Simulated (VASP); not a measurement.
**AlGa3N4: single point with LDA**

Crystal: AlGa3N4.

```
Al Ga N
1.0
     4.24303   -0.06389   -0.06389
    -0.06389    4.24303   -0.06389
    -0.06389   -0.06389    4.24303
Al Ga N
1 3 4
Direct
  0.00000 0.00000 0.00000
  0.50000 0.50000 0.00000
  0.50000 0.00000 0.50000
  0.00000 0.50000 0.50000
  0.75481 0.75481 0.24519
  0.75481 0.24519 0.75481
  0.24519 0.75481 0.75481
  0.24519 0.24519 0.24519
```

```json
{
  "Program": "VASP 6.6.1",
  "Task": "single point",
  "Functional": "LDA",
  "Potentials or basis": "VASP PAW LDA potentials, release 64 (Al, Ga_d, N)",
  "Cutoff": "520 eV",
  "k mesh": "6 × 6 × 6",
  "Occupations": "gaussian, width 0.05 eV",
  "Spin": "no spin polarisation"
}
```

The pressure is 36.7 GPa, the largest force is 1.122 eV/Å and the band gap on the k mesh is 3.24 eV.

Forces in eV/Å, atoms in the order of the input:
```
Al  -0.611 -0.611 -0.611
Ga  -0.649 -0.649 -0.616
Ga  -0.649 -0.616 -0.649
Ga  -0.616 -0.649 -0.649
N    0.698  0.698  0.533
N    0.698  0.533  0.698
N    0.533  0.698  0.698
N    0.596  0.596  0.596
```

Stress tensor (GPa, compression positive):
```
36.72  9.97  9.97
 9.97 36.72  9.97
 9.97  9.97 36.72
```

Levels at points of the mesh, in eV from the valence-band top:
```
           k point  band 29  band 30  band 31  band 32  band 33  band 34
(0.00, 0.00, 0.00)    -0.22    -0.22     0.00     3.24     3.29     3.29
(0.50, 0.00, 0.00)    -1.76    -1.71    -1.36     5.32     5.38     6.30
(0.50, 0.50, 0.00)    -1.33    -1.14    -0.84     7.33     7.47     7.81
(0.50, 0.50, 0.50)    -0.87    -0.85    -0.85     5.64     6.09     6.09
```

It took 62 s on 1 thread of AMD EPYC 9R45 96-Core Processor (Zen 5), with other jobs on the host, peak memory 0.17 GiB.

Caveat: the cell stands under pressure; forces of over 1 eV/Å act on the atoms, so gaps and moduli don't describe the material at rest. A k mesh can miss the band edges.
